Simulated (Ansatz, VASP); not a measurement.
# AlFe: VASP beside Ansatz

The input INCAR:

```
SYSTEM = AlFe
  PREC = Accurate
  ENCUT = 600
  EDIFF = 1E-6
  ISMEAR = 0
  SIGMA = 0.05
  LREAL = .False.
  LASPH = .True.
  NELM = 200
  ALGO = Normal
  ISIF = 2
  LWAVE = .False.
  LCHARG = .False.
  ISPIN = 2
  MAGMOM = 0 0.81
  LORBIT = 11
  LMAXMIX = 4
  GGA = PE
  NBANDS = 16
  GGA_COMPAT = .False.
```

File KPOINTS:

```
regular mesh
0
Gamma
  16 16 16
  0 0 0
```

File POSCAR:

```
AlFe
1.0
    2.9120674265      0.0000000000      0.0000000000
    0.0000000000      2.9120674265      0.0000000000
    0.0000000000      0.0000000000      2.9120674265
Al Fe
1 1
Direct
    0.0000000000      0.0000000000      0.0000000000
    0.5000000000      0.5000000000      0.5000000000
```

Input for Ansatz:

```yaml
crystal:
  lattice:
    - [2.9120674265, 0.0, 0.0]
    - [0.0, 2.9120674265, 0.0]
    - [0.0, 0.0, 2.9120674265]
  atoms:
    - { symbol: Al, position: [0.0, 0.0, 0.0] }
    - { symbol: Fe, position: [0.5, 0.5, 0.5], spin: 0.81 }
basis:
  ecutwfc: 420
  ecutrho_ratio: 4
kpoints:
  mp_grid: { grid: [16, 16, 16] }
hamiltonian:
  xc: pbe
scf:
  occupations: { method: gaussian, width: 0.05 }
output:
  forces: true
  stress: true
  eigenvalues: true
  populations: true
magnetization:
  spin_polarized: true
```

Alike in both runs: task single point; functional PBE; k mesh 16 × 16 × 16; occupations gaussian, width 0.05 eV; collinear spin.

|  | VASP | Ansatz |
| --- | --- | --- |
| version | VASP 6.6.1 | Ansatz 0.2.0 |
| potentials or method | VASP PAW PBE potentials, release 64 (Al, Fe), cutoff 600 eV | scalar-relativistic, plane waves, PAW |
| valence electrons in the cell | 11 | 19 |

|  | VASP | Ansatz | Ansatz less VASP |
| --- | --- | --- | --- |
| gap on the k mesh at the Fermi level (eV) | none | none | - |
| pressure (GPa) | -6.3 | -6.3 | -0.01 |
| net moment per atom (μB) | 0.35 | 0.36 | +0.003 |
| size of the moment on the site where the two differ most (μB) | 0.03 | 0.03 | +0.006 |

Site moments also hang on the region over which each program counts them. A gap of «none» marks a metal or a gap that the smearing closes. VASP's potentials hold 11 valence electrons a cell and Ansatz's 19, so a difference there can come from the potentials and not from the codes.
